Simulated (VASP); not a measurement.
# Tl (Im-3m) in VASP: further runs

Runs on Tl. Level: LDA. Tasks: single point.

All numbers are computed with VASP 6.6.1; they aren't measurements. Logs are shortened: lines on timing, memory, paths and dates and some standing lists are left out, and cuts for length are marked.

## (1) The cell of the first run

The structure is cubic, space group Im-3m (No. 229). The conventional cell has a = 2.794 Å, b = 2.794 Å, c = 2.794 Å, α = 90.00°, β = 90.00°, γ = 90.00°. Within 3.2 Å of Tl (site symmetry m-3m) lie 14 Tl at 2.42 to 2.79 Å.

## (2) Single point, LDA (volume scaled by 0.4)

Input file INCAR:

```
PREC = Accurate
ENCUT = 520
EDIFF = 1E-7
ISMEAR = -1
SIGMA = 0.1
LREAL = F
LASPH = T
NELM = 100
ALGO = Normal
ISIF = 2
LWAVE = F
LCHARG = T
LELF = T
LVHAR = T
NBANDS = 12
```

Input file KPOINTS:

```
regular mesh
0
Gamma
  14 14 14
```

Input file POSCAR:

```
Tl
1.0
   -1.3970686967      1.3970686967      1.3970686967
    1.3970686967     -1.3970686967      1.3970686967
    1.3970686967      1.3970686967     -1.3970686967
Tl
1
Direct
    0.0000000000      0.0000000000      0.0000000000
```

Potentials or basis: VASP PAW LDA potentials, release 64 (Tl_d).

Launch:

```bash
> cat potpaw_LDA.64/Tl_d/POTCAR > POTCAR
> mpirun -np 1 vasp_std > vasp.out
```

OUTCAR:

```text
PREC = Accurate
   ENCUT = 520
   EDIFF = 1E-7
   ISMEAR = -1
   LREAL = F
   LASPH = T
   NELM = 100
   ISIF = 2

 ion  position               nearest neighbor table
   1  0.000  0.000  0.000-

  LATTYP: Found a body centered cubic cell.
 ALAT       =     2.7941373934

  Lattice vectors:

 A1 = (  -1.3970686967,   1.3970686967,   1.3970686967)
 A2 = (   1.3970686967,  -1.3970686967,   1.3970686967)
 A3 = (   1.3970686967,   1.3970686967,  -1.3970686967)

Analysis of symmetry for initial positions (statically):
=====================================================================
 Subroutine PRICEL returns:
 Original cell was already a primitive cell.

 Routine SETGRP: Setting up the symmetry group for a
 body centered cubic supercell.

 Subroutine GETGRP returns: Found 48 space group operations
 (whereof 48 operations were pure point group operations)
 out of a pool of 48 trial point group operations.

The static configuration has the point symmetry O_h .

Analysis of symmetry for dynamics (positions and initial velocities):
=====================================================================
 Subroutine PRICEL returns:
 Original cell was already a primitive cell.

 Routine SETGRP: Setting up the symmetry group for a
 body centered cubic supercell.

 Subroutine GETGRP returns: Found 48 space group operations
 (whereof 48 operations were pure point group operations)
 out of a pool of 48 trial point group operations.

The dynamic configuration has the point symmetry O_h .

 Subroutine INISYM returns: Found 48 space group operations
 (whereof 48 operations are pure point group operations),
 and found     1 'primitive' translations

----------------------------------------------------------------------------------------

                                     Primitive cell

  volume of cell :      10.9072

  direct lattice vectors                    reciprocal lattice vectors
    -1.397068697  1.397068697  1.397068697     0.000000000  0.357892208  0.357892208
     1.397068697 -1.397068697  1.397068697     0.357892208  0.000000000  0.357892208
     1.397068697  1.397068697 -1.397068697     0.357892208  0.357892208  0.000000000

  length of vectors
     2.419793964  2.419793964  2.419793964     0.506136014  0.506136014  0.506136014

  position of ions in fractional coordinates (direct lattice)
     0.000000000  0.000000000  0.000000000

  ion indices of the primitive-cell ions
   primitive index   ion index
                 1           1

----------------------------------------------------------------------------------------

 KPOINTS: regular mesh

Automatic generation of k-mesh.
 Grid dimensions read from file:
 generate k-points for:   14   14   14

 Generating k-lattice:

  Cartesian coordinates                     Fractional coordinates (reciprocal lattice)
     0.000000000  0.025563729  0.025563729     0.071428571  0.000000000  0.000000000
     0.025563729  0.000000000  0.025563729     0.000000000  0.071428571  0.000000000
     0.025563729  0.025563729  0.000000000     0.000000000  0.000000000  0.071428571

  Length of vectors
     0.036152572  0.036152572  0.036152572

  Shift w.r.t. Gamma in fractional coordinates (k-lattice)
     0.000000000  0.000000000  0.000000000

 Subroutine IBZKPT returns following result:
 ===========================================

 Found    104 irreducible k-points:

 Following reciprocal coordinates:
            Coordinates               Weight
  0.000000  0.000000  0.000000      1.000000
  0.071429  0.000000  0.000000     12.000000
  0.142857  0.000000  0.000000     12.000000
  0.214286  0.000000  0.000000     12.000000
  0.285714  0.000000  0.000000     12.000000
  0.357143  0.000000  0.000000     12.000000
[... 16 lines left out ...]
  0.285714  0.285714  0.000000     24.000000
  0.357143  0.285714  0.000000     24.000000
 [... further k-points ...]
   k-points           NKPTS =    104   k-points in BZ     NKDIM =    104   number of bands    NBANDS=     12
   number of dos      NEDOS =    301   number of ions     NIONS =      1
   total plane-waves  NPLWV =   5832
   dimension x,y,z NGX =    18 NGY =   18 NGZ =   18
   dimension x,y,z NGXF=    36 NGYF=   36 NGZF=   36
   ions per type =               1
   NGX,Y,Z   is equivalent  to a cutoff of  12.37, 12.37, 12.37 a.u.
   NGXF,Y,Z  is equivalent  to a cutoff of  24.73, 24.73, 24.73 a.u.
 SYSTEM =  unknown system
   PREC   = accura    normal or accurate (medium, high low for compatibility)
   ISTART =      0    job   : 0-new  1-cont  2-samecut
   ICHARG =      2    charge: 1-file 2-atom 10-const
   ISPIN  =      1    spin polarized calculation?
   LNONCOLLINEAR =      F non collinear calculations
   LSORBIT =      F    spin-orbit coupling
   LASPH  =      T    aspherical Exc in radial PAW
   ENCUT  =  520.0 eV  38.22 Ry    6.18 a.u.   4.50  4.50  4.50*2*pi/ulx,y,z
   NELM   =    100;   NELMIN=  2; NELMDL= -5     # of ELM steps
   EDIFF  = 0.1E-06   stopping-criterion for ELM
   LREAL  =      F    real-space projection
   EDIFFG = 0.1E-05   stopping-criterion for IOM
   NSW    =      0    number of steps for IOM
   IBRION =     -1    ionic relax: 0-MD 1-quasi-New 2-CG
   NFREE  =      0    steps in history (QN), initial steepest desc. (CG)
   ISIF   =      2    stress and relaxation
   ISYM   =      2    0-nonsym 1-usesym 2-fastsym
   POTIM  = 0.5000    time-step for ionic-motion
   TEBEG  =    0.0;   TEEND  =   0.0 temperature during run
   PSTRESS=    0.0 pullay stress
   NELECT =      13.0000    total number of electrons
   NUPDOWN=      -1.0000    fix difference up-down
   EMIN   =  10.00;   EMAX   =-10.00  energy-range for DOS
   EFERMI =   0.00;   METHOD = LEGACY
   ISMEAR =    -1;   SIGMA  =   0.10  broadening in eV -4-tet -1-fermi 0-gaus
   EFERMI_NEDOS =   21; number of points for ismear=-14 and -15
   IALGO  =     38    algorithm
   IMIX   =      4    mixing-type and parameters
     AMIX     =   0.40;   BMIX     =  1.00
     AMIX_MAG =   1.60;   BMIX_MAG =  1.00
  volume/ion in A,a.u.               =      10.91        73.61
  Fermi-wavevector in a.u.,A,eV,Ry     =   1.735741  3.280074 40.991577  3.012796
  Thomas-Fermi vector in A             =   2.809288
   LORBIT       =      0    0 simple, 1 ext, 2 COOP (PROOUT), +10 PAW based schemes
   GGA     = CA    functional components
   LHFCALC =     F    Hartree Fock is set to
   AEXX    =    0.0000 exact exchange contribution
   IVDW    =     0    specifies the selected vdW correction
   LEPSILON=     F    determine dielectric tensor
   LRPA    =     F    only Hartree local field effects (RPA)
 non-spin polarized calculation
  energy-cutoff  :      520.00
  volume of cell :       10.91
 maximum number of plane-waves:       321
 NGX is ok and might be reduce to    18
   NGX =  9   NGY =  9   NGZ =  9

 number of electron      12.9999998 magnetization

 Free energy of the ion-electron system (eV)
  ---------------------------------------------------
  ext. energy  EPLUGINS =         0.00000000
  ---------------------------------------------------
  free energy    TOTEN  =         6.59789898 eV

  energy without entropy =        6.61280248  energy(sigma->0) =        6.60535073

 E-fermi :  25.7144     XC(G=0): -16.1282

 val. band max:       25.7128626517   @ k =   0.3571   0.2857   0.0000
 cond. band min:      25.7181203410   @ k =   0.3571   0.0714   0.0000
 fundamental gap:      0.0052576893
 Fermi energy:        25.7144090109

 k-point     1 :       0.0000    0.0000    0.0000
  band No.  band energies     occupation
      1       2.7607      2.00000
      2       7.5407      2.00000
      3       7.5407      2.00000
      4       7.5407      2.00000
      5      10.5915      2.00000
      6      10.5915      2.00000
      7      35.2823      0.00000
      8      35.2823      0.00000
      9      35.2823      0.00000
     10      48.8903      0.00000
     11      48.8903      0.00000
     12      50.3431      0.00000

 k-point     2 :       0.0714    0.0000    0.0000
  band No.  band energies     occupation
      1       3.0323      2.00000
      2       7.4470      2.00000
      3       7.5557      2.00000
      4       7.7519      2.00000
      5      10.4735      2.00000
      6      10.5977      2.00000
      7      35.4075      0.00000
      8      35.5043      0.00000
      9      35.6732      0.00000
     10      46.0944      0.00000
     11      47.0907      0.00000
     12      49.6853      0.00000

 k-point     3 :       0.1429    0.0000    0.0000
  band No.  band energies     occupation
      1       3.7737      2.00000
      2       7.1917      2.00000
      3       7.6204      2.00000
      4       8.3677      2.00000
      5      10.2285      2.00000
      6      10.6204      2.00000
      7      35.5197      0.00000
      8      35.6869      0.00000
      9      36.8080      0.00000
     10      43.7488      0.00000
     11      44.4080      0.00000
     12      47.5503      0.00000
[... 286 lines left out ...]
 k-point    23 :       0.2857    0.2857    0.0000
  band No.  band energies     occupation
      1       5.6458      2.00000
      2       7.0415      2.00000
      3       8.3201      2.00000
      4      10.5060      2.00000
      5      11.2130      2.00000
      6      19.6073      2.00000
      7      24.0235      2.00000
      8      27.0236      0.00000
      9      35.1749      0.00000
     10      41.3382      0.00000
     11      43.6552      0.00000
     12      51.6955      0.00000

 k-point    24 :       0.3571    0.2857    0.0000
  band No.  band energies     occupation
      1       5.6542      2.00000
      2       7.2351      2.00000
      3       8.1479      2.00000
      4      10.7053      2.00000
      5      11.1517      2.00000
      6      21.9135      2.00000
      7      22.4522      2.00000
      8      25.7129      1.00773
      9      35.3530      0.00000
     10      41.9992      0.00000
     11      42.4831      0.00000
     12      51.7347      0.00000

 [... further k-points ...]
[... 5 lines left out ...]
  --------------------------------------------------------------------------------------
  -------------------------------------------------------------------------------------
  Total       32.5795932     32.5795932     32.5795932      0.0000000      0.0000000     -0.0000000
  in kB     4785.6723654   4785.6723654   4785.6723654      0.0000000      0.0000000     -0.0000000
  external PRESSURE =    4785.6723654 kB  Pullay stress =       0.0000000 kB

 VOLUME and BASIS-vectors are now :
 -----------------------------------------------------------------------------
  energy-cutoff  :      520.00
  volume of cell :       10.91
      direct lattice vectors                 reciprocal lattice vectors
    -1.397068697  1.397068697  1.397068697     0.000000000  0.357892208  0.357892208
     1.397068697 -1.397068697  1.397068697     0.357892208  0.000000000  0.357892208
     1.397068697  1.397068697 -1.397068697     0.357892208  0.357892208  0.000000000

 POSITION                                       TOTAL-FORCE (eV/Angst)
 -----------------------------------------------------------------------------------
      0.00000      0.00000      0.00000         0.000000      0.000000      0.000000
 -----------------------------------------------------------------------------------
    total drift:                                0.000000      0.000000      0.000000

  FREE ENERGIE OF THE ION-ELECTRON SYSTEM (eV)
  ---------------------------------------------------
  free  energy   TOTEN  =         6.5978989751 eV

  energy  without entropy=        6.6128024762  energy(sigma->0) =        6.60535073
```

It took 9.9 s on 1 thread of Intel Xeon Platinum 8488C (Sapphire Rapids), shared host; peak memory 0.12 GiB.

What came out:

```yaml
Free_energy: 6.5979 eV
Pressure: 478.6 GPa
```

Caveat: spin-orbit coupling is left out, which moves the levels of the heavy elements.

## (3) Single point, LDA (volume scaled by 0.4)

Input file INCAR:

```
SYSTEM = Tl
PREC = Accurate
ENCUT = 520
EDIFF = 1E-7
ISMEAR = -1
SIGMA = 0.1
LREAL = .FALSE.
LASPH = .TRUE.
NELM = 100
ALGO = Normal
ISIF = 2
LWAVE = .FALSE.
LCHARG = .TRUE.
GGA = CA
LELF = .TRUE.
LVHAR = .TRUE.
NBANDS = 12
```

Input file KPOINTS:

```
Automatic mesh
0
G
  14 14 14
  0 0 0
```

POSCAR is that of step 2.

Potentials or basis: VASP PAW LDA potentials, release 64 (Tl_d).

Launch:

```bash
> cat potpaw_LDA.64/Tl_d/POTCAR > POTCAR
> mpirun -np 1 vasp_std > vasp.out
```

OUTCAR:

```text
SYSTEM = Tl
   PREC = Accurate
   ENCUT = 520
   EDIFF = 1E-7
   ISMEAR = -1
   LREAL = .FALSE.
   LASPH = .TRUE.
   NELM = 100
   ISIF = 2
   GGA = CA

 ion  position               nearest neighbor table
   1  0.000  0.000  0.000-

  LATTYP: Found a body centered cubic cell.
 ALAT       =     2.7941373934

  Lattice vectors:

 A1 = (  -1.3970686967,   1.3970686967,   1.3970686967)
 A2 = (   1.3970686967,  -1.3970686967,   1.3970686967)
 A3 = (   1.3970686967,   1.3970686967,  -1.3970686967)

Analysis of symmetry for initial positions (statically):
[... 529 lines left out ...]
      5      11.1517      2.00000
      6      21.9135      2.00000
      7      22.4522      2.00000
      8      25.7129      1.00773
      9      35.3530      0.00000
     10      41.9992      0.00000
     11      42.4831      0.00000
     12      51.7347      0.00000

 [... further k-points ...]
[... 5 lines left out ...]
  --------------------------------------------------------------------------------------
  -------------------------------------------------------------------------------------
  Total       32.5795932     32.5795932     32.5795932      0.0000000      0.0000000     -0.0000000
  in kB     4785.6723654   4785.6723654   4785.6723654      0.0000000      0.0000000     -0.0000000
  external PRESSURE =    4785.6723654 kB  Pullay stress =       0.0000000 kB

 VOLUME and BASIS-vectors are now :
 -----------------------------------------------------------------------------
  energy-cutoff  :      520.00
  volume of cell :       10.91
      direct lattice vectors                 reciprocal lattice vectors
    -1.397068697  1.397068697  1.397068697     0.000000000  0.357892208  0.357892208
     1.397068697 -1.397068697  1.397068697     0.357892208  0.000000000  0.357892208
     1.397068697  1.397068697 -1.397068697     0.357892208  0.357892208  0.000000000

 POSITION                                       TOTAL-FORCE (eV/Angst)
 -----------------------------------------------------------------------------------
      0.00000      0.00000      0.00000         0.000000      0.000000      0.000000
 -----------------------------------------------------------------------------------
    total drift:                                0.000000      0.000000      0.000000

  FREE ENERGIE OF THE ION-ELECTRON SYSTEM (eV)
  ---------------------------------------------------
  free  energy   TOTEN  =         6.5978989751 eV

  energy  without entropy=        6.6128024762  energy(sigma->0) =        6.60535073
```

Wall time 9.9 s (1 thread of Intel Xeon Platinum 8488C (Sapphire Rapids), shared host); peak memory 0.12 GiB.

What came out:

* Free energy: 6.5979 eV
* Pressure: 478.6 GPa

Caveat: spin-orbit coupling is left out, which moves the levels of the heavy elements.

## (4) Single point, LDA (volume scaled by 0.4)

Input file INCAR:

```
ALGO = Normal ; EDIFF = 1E-7
ENCUT = 520 ; GGA = CA
ISIF = 2 ; ISMEAR = -1
LASPH = T ; LCHARG = T
LELF = T ; LREAL = F
LVHAR = T ; LWAVE = F
NBANDS = 12 ; NELM = 80
PREC = Accurate ; SIGMA = 0.1
```

Input file KPOINTS:

```
k-points
0
Gamma
  14 14 14
```

POSCAR is that of step 3.

Potentials or basis: VASP PAW LDA potentials, release 64 (Tl_d).

Launch:

```bash
> cat potpaw_LDA.64/Tl_d/POTCAR > POTCAR
> mpirun -np 1 vasp_std > vasp.out
```

OUTCAR:

```text
EDIFF = 1E-7
   ENCUT = 520
   GGA = CA
   ISIF = 2
   ISMEAR = -1
   LASPH = T
   LREAL = F
   NELM = 80
   PREC = Accurate

 ion  position               nearest neighbor table
   1  0.000  0.000  0.000-

  LATTYP: Found a body centered cubic cell.
 ALAT       =     2.7941373934

  Lattice vectors:

 A1 = (  -1.3970686967,   1.3970686967,   1.3970686967)
 A2 = (   1.3970686967,  -1.3970686967,   1.3970686967)
 A3 = (   1.3970686967,   1.3970686967,  -1.3970686967)

[... 528 lines left out ...]
      3       8.1479      2.00000
      4      10.7053      2.00000
      5      11.1517      2.00000
      6      21.9135      2.00000
      7      22.4522      2.00000
      8      25.7129      1.00773
      9      35.3530      0.00000
     10      41.9992      0.00000
     11      42.4831      0.00000
     12      51.7347      0.00000

 [... further k-points ...]
[... 5 lines left out ...]
  --------------------------------------------------------------------------------------
  -------------------------------------------------------------------------------------
  Total       32.5795932     32.5795932     32.5795932      0.0000000      0.0000000     -0.0000000
  in kB     4785.6723654   4785.6723654   4785.6723654      0.0000000      0.0000000     -0.0000000
  external PRESSURE =    4785.6723654 kB  Pullay stress =       0.0000000 kB

 VOLUME and BASIS-vectors are now :
 -----------------------------------------------------------------------------
  energy-cutoff  :      520.00
  volume of cell :       10.91
      direct lattice vectors                 reciprocal lattice vectors
    -1.397068697  1.397068697  1.397068697     0.000000000  0.357892208  0.357892208
     1.397068697 -1.397068697  1.397068697     0.357892208  0.000000000  0.357892208
     1.397068697  1.397068697 -1.397068697     0.357892208  0.357892208  0.000000000

 POSITION                                       TOTAL-FORCE (eV/Angst)
 -----------------------------------------------------------------------------------
      0.00000      0.00000      0.00000         0.000000      0.000000      0.000000
 -----------------------------------------------------------------------------------
    total drift:                                0.000000      0.000000      0.000000

  FREE ENERGIE OF THE ION-ELECTRON SYSTEM (eV)
  ---------------------------------------------------
  free  energy   TOTEN  =         6.5978989751 eV

  energy  without entropy=        6.6128024762  energy(sigma->0) =        6.60535073
```

OSZICAR:

```text
N       E                     dE             d eps       ncg     rms          rms(c)
DAV:   1     0.654532391685E+02    0.65453E+02   -0.72620E+03  2656   0.109E+03
DAV:   2     0.710348825891E+01   -0.58350E+02   -0.56913E+02  2920   0.258E+02
DAV:   3     0.621194246785E+01   -0.89155E+00   -0.89057E+00  2956   0.272E+01
DAV:   4     0.621021074355E+01   -0.17317E-02   -0.17316E-02  2820   0.139E+00
DAV:   5     0.621020422081E+01   -0.65227E-05   -0.65242E-05  2940   0.757E-02    0.485E+01
DAV:   6     0.646148954601E+01    0.25129E+00   -0.50146E-02  2708   0.276E+00    0.292E+01
DAV:   7     0.659714444922E+01    0.13565E+00   -0.65754E-02  2788   0.303E+00    0.403E-01
DAV:   8     0.659791236715E+01    0.76792E-03   -0.47981E-03  2828   0.840E-01    0.786E-02
DAV:   9     0.659790141184E+01   -0.10955E-04   -0.35947E-05  2856   0.672E-02    0.235E-02
DAV:  10     0.659789901543E+01   -0.23964E-05   -0.29965E-06  3172   0.230E-02    0.522E-03
DAV:  11     0.659789897511E+01   -0.40327E-07   -0.21635E-07  2436   0.468E-03
   1 F= 0.65978990E+01 E0= 0.66053507E+01  d E =-.149035E-01
```

stdout:

```text
POSCAR found type information on POSCAR Tl
 POSCAR found :  1 types and       1 ions
 scaLAPACK will be used
 LDA part: xc-table for (Slater(with rela. corr.)+CA(PZ))
 , standard interpolation
 POSCAR, INCAR and KPOINTS ok, starting setup
 FFT: planning ... GRIDC
 FFT: planning ... GRID_SOFT
 FFT: planning ... GRID
 WAVECAR not read
 entering main loop
```

Run time: 9.6 s. Hardware: 1 thread of Intel Xeon Platinum 8488C (Sapphire Rapids), shared host; peak memory 0.12 GiB.

Results:

| Item | Value |
| --- | --- |
| Free energy | 6.5979 eV |
| Pressure | 478.6 GPa |

Caveat: spin-orbit coupling is left out, which moves the levels of the heavy elements.
